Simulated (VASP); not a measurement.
Input of a VASP 6.6.1 run:

The input INCAR:

```
SYSTEM = TaN
PREC = Accurate
ENCUT = 520
EDIFF = 1E-6
ISMEAR = 1
SIGMA = 0.1
LREAL = .False.
LASPH = .True.
NELM = 100
ALGO = Normal
ISIF = 2
LWAVE = .False.
LCHARG = .True.
GGA = PS
LELF = .True.
LVHAR = .True.
NBANDS = 33
```

File KPOINTS:

```
regular mesh
0
Gamma
  6 6 9
  0 0 0
```

The input POSCAR:

```
TaN
1.0
    5.1808816035      0.0000000000      0.0000000000
   -2.5904408018      4.4867750827      0.0000000000
    0.0000000000      0.0000000000      2.8943947932
Ta N
3 3
Direct
    0.3333333333      0.6666666667      0.5000000000
    0.6666666667      0.3333333333      0.5000000000
    0.0000000000      0.0000000000      0.0000000000
    0.3932554167      0.0000000000      0.0000000000
    0.6067445833      0.6067445833      0.0000000000
    0.0000000000      0.3932554167      0.0000000000
```

Potentials or basis: VASP PAW PBE potentials, release 64 (Ta_pv, N).

Run with:

```console
$ cat potpaw_PBE.64/Ta_pv/POTCAR potpaw_PBE.64/N/POTCAR > POTCAR
$ mpirun -np 1 vasp_std > vasp.out
```

Task: Estimate the largest force.

Result: 0.017 eV/Å.

Task: Estimate the band gap on the k mesh.

Result: Zero (band 24 reaches 10.12 eV, above the bottom of band 25 at 6.93 eV).

Stress tensor (GPa, compression positive):
```
0.90 0.00 0.00
0.00 0.90 0.00
0.00 0.00 0.79
```

Caveat: the PAW data sets were made with another functional, which shifts forces and pressure a little; spin-orbit coupling is left out, which moves the levels of the heavy elements.
